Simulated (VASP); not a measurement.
Runs of VASP 6.6.1 on CdTe. The structure is that of space group F-43m (No. 216), or close to it. The cells are those of the table. 

| level | cell | gap on the mesh (eV) | pressure (GPa) |
| --- | --- | --- | --- |
| PBE | a = 4.567 Å, angles 60.0°, 2 atoms | 0.80 | 3.2 |
| PBE | a = 4.356 Å, angles 60.0°, 2 atoms | 1.25 | 12.9 |
| PBE | a = 4.485 Å, angles 60.0°, 2 atoms | (b) | 6.2 |
| PBE | a = 4.588 Å, angles 60.0°, 2 atoms | (a) | 2.6 |
| PBE | a = 4.543 Å, angles 60.0°, 2 atoms | 0.85 | 4.0 |
| PBE | a = 4.668 Å, angles 60.0°, 2 atoms | 0.60 | (c) |
| PBE+D3(BJ) | a = 4.356 Å, angles 60.0°, 2 atoms | 1.25 | 10.4 |
| PBE | a = 4.369 Å, angles 60.0°, 2 atoms | 1.22 | 12.1 |

Alike in all rows: task single point; potentials or basis VASP PAW PBE potentials, release 64 (Cd, Te); no spin polarisation; k mesh 8 × 8 × 8; cutoff (eV) 520; smearing gaussian 0.02 eV.

**Question.** Fill in the values left out.

**Answer.** (a) 0.76; (b) 0.97; (c) 0.4.

Caveats: spin-orbit coupling is left out, which moves the levels of the heavy elements; the cell stands under pressure (at least some runs); three body term missing (at least some runs).

A k mesh can miss the band edges, and the runs leave out spin-orbit coupling on Cd, Te.
